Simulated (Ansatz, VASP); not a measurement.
**Two plane-wave programs on C**

INCAR

```
  PREC = Accurate
  ENCUT = 520
  EDIFF = 1E-7
  ISMEAR = 0
  SIGMA = 0.05
  LREAL = F
  LASPH = T
  NELM = 80
  ALGO = Normal
  ISIF = 2
  LWAVE = F
  LCHARG = F
  GGA = CA
  NBANDS = 26
```

The input KPOINTS:

```
regular mesh
0
Gamma
  6 6 10
```

The input POSCAR:

```
C
1.0
    2.1032727620     -4.3337146136      0.0000000000
    2.1032727620      4.3337146136      0.0000000000
    0.0000000000      0.0000000000      2.4856616114
C
8
Direct
    0.6482879639      0.9815881366      0.0000000000
    0.3517120361      0.0184118634      0.0000000000
    0.0184118634      0.3517120361      0.0000000000
    0.9815881366      0.6482879639      0.0000000000
    0.4097862085      0.2466385892      0.5495070889
    0.5954459046      0.7739231852      0.5000000000
    0.7739231852      0.5954459046      0.5000000000
    0.2260768148      0.4045540954      0.5000000000
```

Input for Ansatz:

```yaml
crystal:
  lattice:
    - [2.103272762, -4.3337146136, 0.0]
    - [2.103272762, 4.3337146136, 0.0]
    - [0.0, 0.0, 2.4856616114]
  atoms:
    - { symbol: C, position: [0.6482879639, 0.9815881366, 0.0] }
    - { symbol: C, position: [0.3517120361, 0.0184118634, 0.0] }
    - { symbol: C, position: [0.0184118634, 0.3517120361, 0.0] }
    - { symbol: C, position: [0.9815881366, 0.6482879639, 0.0] }
    - { symbol: C, position: [0.4097862085, 0.2466385892, 0.5495070889] }
    - { symbol: C, position: [0.5954459046, 0.7739231852, 0.5] }
    - { symbol: C, position: [0.7739231852, 0.5954459046, 0.5] }
    - { symbol: C, position: [0.2260768148, 0.4045540954, 0.5] }
basis:
  ecutwfc: 420
kpoints:
  mp_grid: { grid: [6, 6, 10] }
hamiltonian:
  xc: lda
scf:
  occupations: { method: gaussian, width: 0.05 }
output:
  forces: true
  stress: true
  eigenvalues: true
```

Alike in both runs: task single point; functional LDA; k mesh 6 × 6 × 10; occupations gaussian, width 0.05 eV; no spin polarisation.

```csv
,VASP,Ansatz
version,VASP 6.6.1,Ansatz 0.2.0
potentials or method,"VASP PAW LDA potentials, release 64 (C), cutoff 520 eV","scalar-relativistic, plane waves, PAW"
valence electrons in the cell,32,32
```

Ansatz gave:

```
gap on the k mesh at the Fermi level (eV)                     : 2.23
least direct gap on the mesh (eV)                             : 4.23
pressure (GPa)                                                : 2.6
traceless stress, the component that is largest in VASP (GPa) : -1.70
rms of the force components (eV/Å)                            : 1.279
```

Task: Estimate VASP's values.

Result: gap on the k mesh at the Fermi level (eV): 2.21; least direct gap on the mesh (eV): 4.23; pressure (GPa): 4.2; traceless stress, the component that is largest in VASP (GPa): -1.74; rms of the force components (eV/Å): 1.288.

LDA's correlation is that of Perdew and Zunger in VASP and of Perdew and Wang (1992) in Ansatz. Atom by atom the forces differ by 0.014 eV/Å (rms over components).
